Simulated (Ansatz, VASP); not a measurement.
## One calculation of BiAs, two programs

```
Bi As
1.0
     4.42400    0.00000    0.00000
    -2.21200    3.83130    0.00000
     0.00000    0.00000   14.55774
Bi As
4 4
Direct
  0.66667 0.33333 0.18657
  0.00000 0.00000 0.43657
  0.33333 0.66667 0.68657
  0.00000 0.00000 0.93657
  0.66667 0.33333 0.00000
  0.00000 0.00000 0.25000
  0.33333 0.66667 0.50000
  0.00000 0.00000 0.75000
```

Alike in both runs: task single point; functional PBE; k mesh 6 × 6 × 2; occupations gaussian, width 0.1 eV; no spin polarisation.

|  | VASP | Ansatz |
| --- | --- | --- |
| version | VASP 6.6.1 | Ansatz 0.2.0 |
| potentials or method | VASP PAW PBE potentials, release 64 (Bi_d, As), cutoff 520 eV | scalar-relativistic, plane waves, PAW |
| valence electrons in the cell | 80 | 120 |

VASP gave:

- gap on the k mesh at the Fermi level (eV): none
- pressure (GPa): 12.1
- traceless stress, the component that is largest in VASP (GPa): -0.76
- rms of the force components (eV/Å): 0.057

Q: Estimate Ansatz's values.

A: gap on the k mesh at the Fermi level (eV): none; pressure (GPa): 12.0; traceless stress, the component that is largest in VASP (GPa): -0.76; rms of the force components (eV/Å): 0.056.

Atom by atom the forces differ by 0.002 eV/Å (rms over components). A gap of «none» marks a metal or a gap that the smearing closes. VASP's potentials hold 80 valence electrons a cell and Ansatz's 120, so a difference there can come from the potentials and not from the codes.

Spin-orbit coupling is off throughout.
